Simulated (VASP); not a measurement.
# CaO (Fm-3m) in VASP: single point with r2SCAN

Aim: the single point of CaO with r2SCAN.

All numbers are computed with VASP 6.6.1; they aren't measurements. Logs are shortened: lines on timing, memory, paths and dates and some standing lists are left out, and cuts for length are marked.

## Step 1: The cell of the first run

Symmetry: Fm-3m, No. 225, cubic system. Conventional cell: a = 4.824 Å, b = 4.824 Å, c = 4.824 Å, α = 90.00°, β = 90.00°, γ = 90.00°. Ca (site symmetry m-3m) has 6 O at 2.41 Å within 3.2 Å. O (site symmetry m-3m) has 6 Ca at 2.41 Å within 3.2 Å.

## Step 2: Single point, r2SCAN

File POSCAR:

```
CaO
1.0
    2.4117632683      2.4117632683      0.0000000000
   -2.4117632683      2.4117632683      0.0000000000
    0.0000000000      2.4117632683      2.4117632683
Ca O
1 1
Direct
    0.0000000000      0.0000000000      0.0000000000
    0.5000000000      0.5000000000      0.0000000000
```

File INCAR.step1:

```
SYSTEM = CaO
PREC = Accurate
ENCUT = 910
ISMEAR = 0
SIGMA = 0.01
LREAL = .False.
LASPH = .True.
NELM = 120
NBANDS = 15
GGA = PE
ALGO = Normal
EDIFF = 1E-5
LWAVE = .True.
LCHARG = .False.
GGA_COMPAT = .False.
```

File INCAR.step2:

```
SYSTEM = CaO
PREC = Accurate
ENCUT = 910
EDIFF = 1E-6
ISMEAR = 0
SIGMA = 0.01
LREAL = .False.
LASPH = .True.
NELM = 120
ALGO = Normal
ISIF = 2
LWAVE = .False.
LCHARG = .True.
METAGGA = R2SCAN
LMIXTAU = .True.
LELF = .True.
LVHAR = .True.
NBANDS = 15
ISTART = 1
GGA_COMPAT = .False.
```

File KPOINTS:

```
Automatic mesh
0
Gamma
  8 8 8
  0 0 0
```

Potentials or basis: VASP PAW PBE potentials, release 64 (Ca_sv, O_h).

Launch:

```sh
> cat potpaw_PBE.64/Ca_sv/POTCAR potpaw_PBE.64/O_h/POTCAR > POTCAR
> cp INCAR.step1 INCAR
> mpirun -np 1 vasp_std > vasp.out
> cp INCAR.step2 INCAR
> mpirun -np 1 vasp_std > vasp.out
```

OUTCAR:

```text
SYSTEM = CaO
   PREC = Accurate
   ENCUT = 910
   EDIFF = 1E-6
   ISMEAR = 0
   LREAL = .False.
   LASPH = .True.
   NELM = 120
   ISIF = 2
   METAGGA = R2SCAN
   ISTART = 1

 ion  position               nearest neighbor table
   1  0.000  0.000  0.000-
   2  0.500  0.500  0.000-

  LATTYP: Found a face centered cubic cell.
 ALAT       =     4.8235265366

  Lattice vectors:

 A1 = (   0.0000000000,   2.4117632683,   2.4117632683)
 A2 = (   2.4117632683,   0.0000000000,   2.4117632683)
 A3 = (   2.4117632683,   2.4117632683,   0.0000000000)

Analysis of symmetry for initial positions (statically):
=====================================================================
 Subroutine PRICEL returns:
 Original cell was already a primitive cell.

 Routine SETGRP: Setting up the symmetry group for a
 face centered cubic supercell.

 Subroutine GETGRP returns: Found 48 space group operations
 (whereof 48 operations were pure point group operations)
 out of a pool of 48 trial point group operations.

The static configuration has the point symmetry O_h .

Analysis of symmetry for dynamics (positions and initial velocities):
=====================================================================
 Subroutine PRICEL returns:
 Original cell was already a primitive cell.

 Routine SETGRP: Setting up the symmetry group for a
 face centered cubic supercell.

 Subroutine GETGRP returns: Found 48 space group operations
 (whereof 48 operations were pure point group operations)
 out of a pool of 48 trial point group operations.

The dynamic configuration has the point symmetry O_h .

 Subroutine INISYM returns: Found 48 space group operations
 (whereof 48 operations are pure point group operations),
 and found     1 'primitive' translations

----------------------------------------------------------------------------------------

                                     Primitive cell

  volume of cell :      28.0565

  direct lattice vectors                    reciprocal lattice vectors
     2.411763268  2.411763268  0.000000000     0.207317197  0.207317197 -0.207317197
    -2.411763268  2.411763268  0.000000000    -0.207317197  0.207317197 -0.207317197
     0.000000000  2.411763268  2.411763268     0.000000000  0.000000000  0.414634393

  length of vectors
     3.410748323  3.410748323  3.410748323     0.359083918  0.359083918  0.414634393

  position of ions in fractional coordinates (direct lattice)
     0.000000000  0.000000000  0.000000000
     0.500000000  0.500000000  0.000000000

  ion indices of the primitive-cell ions
   primitive index   ion index
                 1           1
                 2           2

----------------------------------------------------------------------------------------

 KPOINTS: Automatic mesh

Automatic generation of k-mesh.
 Grid dimensions read from file:
 generate k-points for:    8    8    8

 Generating k-lattice:

  Cartesian coordinates                     Fractional coordinates (reciprocal lattice)
     0.025914650  0.025914650 -0.025914650     0.125000000  0.000000000  0.000000000
    -0.025914650  0.025914650 -0.025914650     0.000000000  0.125000000  0.000000000
     0.000000000  0.000000000  0.051829299     0.000000000  0.000000000  0.125000000

  Length of vectors
     0.044885490  0.044885490  0.051829299

  Shift w.r.t. Gamma in fractional coordinates (k-lattice)
     0.000000000  0.000000000  0.000000000

 Subroutine IBZKPT returns following result:
 ===========================================

 Found     29 irreducible k-points:

 Following reciprocal coordinates:
            Coordinates               Weight
  0.000000  0.000000  0.000000      1.000000
  0.125000  0.000000  0.000000      8.000000
  0.250000  0.000000  0.000000      8.000000
  0.375000  0.000000  0.000000      8.000000
  0.500000  0.000000  0.000000      4.000000
  0.125000  0.125000  0.000000     12.000000
[... 16 lines left out ...]
  0.375000  0.250000  0.125000     48.000000
  0.500000  0.250000  0.125000     24.000000
 [... further k-points ...]
   k-points           NKPTS =     29   k-points in BZ     NKDIM =     29   number of bands    NBANDS=     15
   number of dos      NEDOS =    301   number of ions     NIONS =      2
   total plane-waves  NPLWV =  46656
   dimension x,y,z NGX =    36 NGY =   36 NGZ =   36
   dimension x,y,z NGXF=    72 NGYF=   72 NGZF=   72
   ions per type =               1   1
   NGX,Y,Z   is equivalent  to a cutoff of  17.55, 17.55, 17.55 a.u.
   NGXF,Y,Z  is equivalent  to a cutoff of  35.09, 35.09, 35.09 a.u.
 SYSTEM =  CaO
   PREC   = accura    normal or accurate (medium, high low for compatibility)
   ISTART =      1    job   : 0-new  1-cont  2-samecut
   ICHARG =      0    charge: 1-file 2-atom 10-const
   ISPIN  =      1    spin polarized calculation?
   LNONCOLLINEAR =      F non collinear calculations
   LSORBIT =      F    spin-orbit coupling
   LASPH  =      T    aspherical Exc in radial PAW
   ENCUT  =  910.0 eV  66.88 Ry    8.18 a.u.   8.39  8.39  8.39*2*pi/ulx,y,z
   NELM   =    120;   NELMIN=  2; NELMDL=  0     # of ELM steps
   EDIFF  = 0.1E-05   stopping-criterion for ELM
   LREAL  =      F    real-space projection
   EDIFFG = 0.1E-04   stopping-criterion for IOM
   NSW    =      0    number of steps for IOM
   IBRION =     -1    ionic relax: 0-MD 1-quasi-New 2-CG
   NFREE  =      0    steps in history (QN), initial steepest desc. (CG)
   ISIF   =      2    stress and relaxation
   ISYM   =      2    0-nonsym 1-usesym 2-fastsym
   POTIM  = 0.5000    time-step for ionic-motion
   TEBEG  =    0.0;   TEEND  =   0.0 temperature during run
   PSTRESS=    0.0 pullay stress
   NELECT =      16.0000    total number of electrons
   NUPDOWN=      -1.0000    fix difference up-down
   EMIN   =  10.00;   EMAX   =-10.00  energy-range for DOS
   EFERMI =   0.00;   METHOD = LEGACY
   ISMEAR =     0;   SIGMA  =   0.01  broadening in eV -4-tet -1-fermi 0-gaus
   EFERMI_NEDOS =   21; number of points for ismear=-14 and -15
   IALGO  =     38    algorithm
   IMIX   =      4    mixing-type and parameters
     AMIX     =   0.40;   BMIX     =  1.00
     AMIX_MAG =   1.60;   BMIX_MAG =  1.00
  volume/ion in A,a.u.               =      14.03        94.67
  Fermi-wavevector in a.u.,A,eV,Ry     =   1.357595  2.565482 25.076401  1.843064
  Thomas-Fermi vector in A             =   2.484500
   LORBIT       =      0    0 simple, 1 ext, 2 COOP (PROOUT), +10 PAW based schemes
   METAGGA = R2SCAN    functional components
   LHFCALC =     F    Hartree Fock is set to
   AEXX    =    0.0000 exact exchange contribution
   IVDW    =     0    specifies the selected vdW correction
   LEPSILON=     F    determine dielectric tensor
   LRPA    =     F    only Hartree local field effects (RPA)
 non-spin polarized calculation
 Gauss-broadening in eV      SIGMA  =   0.01
  energy-cutoff  :      910.00
  volume of cell :       28.06
 maximum number of plane-waves:      1807
 NGX is ok and might be reduce to    36
   NGX = 17   NGY = 17   NGZ = 17

 number of electron      15.9999999 magnetization

 Free energy of the ion-electron system (eV)
  ---------------------------------------------------
  ext. energy  EPLUGINS =         0.00000000
  ---------------------------------------------------
  free energy    TOTEN  =       -19.46379994 eV

  energy without entropy =      -19.46379994  energy(sigma->0) =      -19.46379994

 E-fermi :   2.2896     XC(G=0): -11.0207

 val. band max:        2.2271752568   @ k =   0.0000   0.0000   0.0000
 cond. band min:       6.4228646352   @ k =   0.5000   0.5000   0.0000
 fundamental gap:      4.1956893785
 Fermi energy:         2.2896444115

 k-point     1 :       0.0000    0.0000    0.0000
  band No.  band energies     occupation
      1     -36.8731      2.00000
      2     -16.7724      2.00000
      3     -16.7724      2.00000
      4     -16.7724      2.00000
      5     -14.2277      2.00000
      6       2.2272      2.00000
      7       2.2272      2.00000
      8       2.2272      2.00000
      9       7.5652      0.00000
     10       9.0569      0.00000
     11       9.0569      0.00000
     12       9.0569      0.00000
     13      10.6350      0.00000
     14      10.6350      0.00000
     15      17.9331      0.00000

 k-point     2 :       0.1250    0.0000    0.0000
  band No.  band energies     occupation
      1     -36.8591      2.00000
      2     -16.9988      2.00000
      3     -16.7797      2.00000
      4     -16.7797      2.00000
      5     -13.9915      2.00000
      6       1.7173      2.00000
      7       2.0244      2.00000
      8       2.0244      2.00000
      9       8.2431      0.00000
     10       9.0107      0.00000
     11       9.3240      0.00000
     12       9.3240      0.00000
     13      11.0006      0.00000
     14      11.0006      0.00000
     15      18.5206      0.00000

 k-point     3 :       0.2500    0.0000    0.0000
  band No.  band energies     occupation
      1     -36.8250      2.00000
      2     -17.4385      2.00000
      3     -16.7971      2.00000
      4     -16.7971      2.00000
      5     -13.5266      2.00000
      6       0.7401      2.00000
      7       1.5853      2.00000
      8       1.5853      2.00000
      9       9.0759      0.00000
     10       9.7142      0.00000
     11      10.0256      0.00000
     12      10.0256      0.00000
     13      11.8859      0.00000
     14      11.8859      0.00000
     15      18.8706      0.00000

 k-point     4 :       0.3750    0.0000    0.0000
  band No.  band energies     occupation
      1     -36.7907      2.00000
      2     -17.7954      2.00000
      3     -16.8144      2.00000
      4     -16.8144      2.00000
      5     -13.1419      2.00000
      6      -0.0544      2.00000
      7       1.2000      2.00000
      8       1.2000      2.00000
      9       9.5281      0.00000
     10      10.8377      0.00000
     11      10.8377      0.00000
     12      10.9575      0.00000
     13      12.8530      0.00000
     14      12.8530      0.00000
     15      17.8392      0.00000
[... 307 lines left out ...]
 k-point    22 :       0.2500    0.2500    0.1250
  band No.  band energies     occupation
      1     -36.8003      2.00000
      2     -17.4730      2.00000
      3     -16.9241      2.00000
      4     -16.8311      2.00000
      5     -13.4870      2.00000
      6       0.4484      2.00000
      7       1.4672      2.00000
      8       1.7271      2.00000
      9       8.1781      0.00000
     10       9.9796      0.00000
     11      10.7244      0.00000
     12      11.0549      0.00000
     13      11.8741      0.00000
     14      13.0952      0.00000
     15      19.3476      0.00000

 k-point    23 :       0.3750    0.2500    0.1250
  band No.  band energies     occupation
      1     -36.7731      2.00000
      2     -17.6263      2.00000
      3     -16.9852      2.00000
      4     -16.8668      2.00000
      5     -13.3428      2.00000
      6       0.2690      2.00000
      7       1.1795      2.00000
      8       1.4049      2.00000
      9       8.6831      0.00000
     10      10.3422      0.00000
     11      11.3231      0.00000
     12      11.4464      0.00000
     13      12.8245      0.00000
     14      14.0473      0.00000
     15      17.8671      0.00000

 k-point    24 :       0.5000    0.2500    0.1250
  band No.  band energies     occupation
      1     -36.7617      2.00000
      2     -17.6879      2.00000
      3     -16.9988      2.00000
      4     -16.8917      2.00000
      5     -13.2876      2.00000
      6       0.2206      2.00000
      7       1.1205      2.00000
      8       1.1913      2.00000
      9       9.5657      0.00000
     10       9.6546      0.00000
     11      11.6170      0.00000
     12      11.8171      0.00000
     13      13.1173      0.00000
     14      14.8550      0.00000
     15      16.9587      0.00000

 [... further k-points ...]

------------------------ aborting loop because EDIFF is reached ----------------------------------------

  FORCE on cell =-STRESS in cart. coord.  units (eV):
  Direction    XX          YY          ZZ          XY          YZ          ZX
  --------------------------------------------------------------------------------------
  -------------------------------------------------------------------------------------
  Total       -0.2058079     -0.2058079     -0.2058079      0.0000000     -0.0000000      0.0000000
  in kB      -11.7527262    -11.7527262    -11.7527262      0.0000000     -0.0000000      0.0000000
  external PRESSURE =     -11.7527262 kB  Pullay stress =       0.0000000 kB

 VOLUME and BASIS-vectors are now :
 -----------------------------------------------------------------------------
  energy-cutoff  :      910.00
  volume of cell :       28.06
      direct lattice vectors                 reciprocal lattice vectors
     2.411763268  2.411763268  0.000000000     0.207317197  0.207317197 -0.207317197
    -2.411763268  2.411763268  0.000000000    -0.207317197  0.207317197 -0.207317197
     0.000000000  2.411763268  2.411763268     0.000000000  0.000000000  0.414634393

 POSITION                                       TOTAL-FORCE (eV/Angst)
 -----------------------------------------------------------------------------------
      0.00000      0.00000      0.00000        -0.000000     -0.000000      0.000000
      0.00000      2.41176      0.00000         0.000000      0.000000      0.000000
 -----------------------------------------------------------------------------------
    total drift:                               -0.000000      0.000000     -0.000000

  FREE ENERGIE OF THE ION-ELECTRON SYSTEM (eV)
  ---------------------------------------------------
  free  energy   TOTEN  =       -19.4637999354 eV

  energy  without entropy=      -19.4637999354  energy(sigma->0) =      -19.46379994
```

Wall time 96 s (1 thread of Intel Xeon Platinum 8259CL at 2.50GHz (Skylake/Cascade Lake), shared host); peak memory 0.23 GiB.

What came out:

- Free energy: -19.4638 eV
- Pressure: -1.2 GPa
- Band gap on the k mesh: 4.20 eV (least direct gap 4.57 eV)

Caveat: the PAW data sets were made with another functional, which shifts forces and pressure a little. A k mesh can miss the band edges.
